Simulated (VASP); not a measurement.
Here is a VASP 6.6.1 calculation.

INCAR

```
SYSTEM = Si2B5
PREC = Accurate
ENCUT = 520
EDIFF = 1E-6
ISMEAR = 0
SIGMA = 0.1
LREAL = .False.
LASPH = .True.
NELM = 60
ALGO = Normal
ISIF = 2
LWAVE = .False.
LCHARG = .False.
GGA = PE
NBANDS = 20
```

The input KPOINTS:

```
Automatic mesh
0
Gamma
  12 12 6
  0 0 0
```

The input POSCAR:

```
Si2B5
1.0
    3.4243349175      0.0000000000      0.0000000000
   -1.7121674588      2.9655610296      0.0000000000
    0.0000000000      0.0000000000      8.4862869998
Si B
2 5
Direct
    0.0000000000      0.0000000000      0.3140530050
    0.0000000000      0.0000000000      0.6859469950
    0.5000000000      0.0000000000      0.5000000000
    0.0000000000      0.5000000000      0.5000000000
    0.5000000000      0.5000000000      0.5000000000
    0.0000000000      0.0000000000      0.9084628413
    0.0000000000      0.0000000000      0.0915371587
```

Potentials or basis: VASP PAW PBE potentials, release 64 (Si, B).

Run with:

```sh
$ cat potpaw_PBE.64/Si/POTCAR potpaw_PBE.64/B/POTCAR > POTCAR
$ mpirun -np 1 vasp_std > vasp.out
```

(1) Predict the band gap on the k mesh.

(2) What does it give for the pressure?

(3) What does it give for the largest force?

Results:

(1) zero (an odd number of electrons rules out a gap without spin polarisation).

(2) -0.1 GPa.

(3) 0.011 eV/Å.

Caveat: an odd number of electrons without spin polarisation forces a metal; a magnetic or distorted state may lie lower.
